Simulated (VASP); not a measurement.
Write the native input for VASP 6.6.1 that does the following.

* Task: single point
* Functional: PBEsol
* Potentials or basis: VASP PAW PBE potentials, release 64 (Ba_sv)
* Cutoff: 520 eV
* k mesh: 14 × 14 × 14
* Occupations: gaussian, width 0.15 eV
* Spin: no spin polarisation
* Dipole correction: no
* Further INCAR settings: ALGO = Normal; EDIFF = 1e-07; NBANDS = 11

The structure of Ba lies in POSCAR:

```
Ba
1.0
    0.0000000000      3.2000813781      3.2000813781
    3.2000813781      0.0000000000      3.2000813781
    3.2000813781      3.2000813781      0.0000000000
Ba
1
Direct
    0.0000000000      0.0000000000      0.0000000000
```

This isn't the form of Ba at room conditions, which is bcc.

These files were run (other wordings do the same):

INCAR

```
PREC = Accurate
ENCUT = 520
EDIFF = 1E-7
ISMEAR = 0
SIGMA = 0.15
LREAL = False
LASPH = True
NELM = 60
ALGO = Normal
ISIF = 2
LWAVE = False
LCHARG = False
GGA = PS
NBANDS = 11
```

KPOINTS

```
Automatic mesh
0
Gamma
  14 14 14
```

Potentials or basis: VASP PAW PBE potentials, release 64 (Ba_sv).

Run with:

```bash
$ cat potpaw_PBE.64/Ba_sv/POTCAR > POTCAR
$ mpirun -np 1 vasp_std > vasp.out
```

Results of the run:

* Pressure: -0.8 GPa
* Band gap on the k mesh: zero (bands 5 and 6 overlap by 0.22 eV)

Caveat: the PAW data sets were made with another functional, which shifts forces and pressure a little; spin-orbit coupling is left out, which moves the levels of the heavy elements.

Run time: 21 s on 1 thread of Intel(R) Xeon(R) 6975P-C (Granite Rapids) (shared host), peak memory 0.24 GiB.
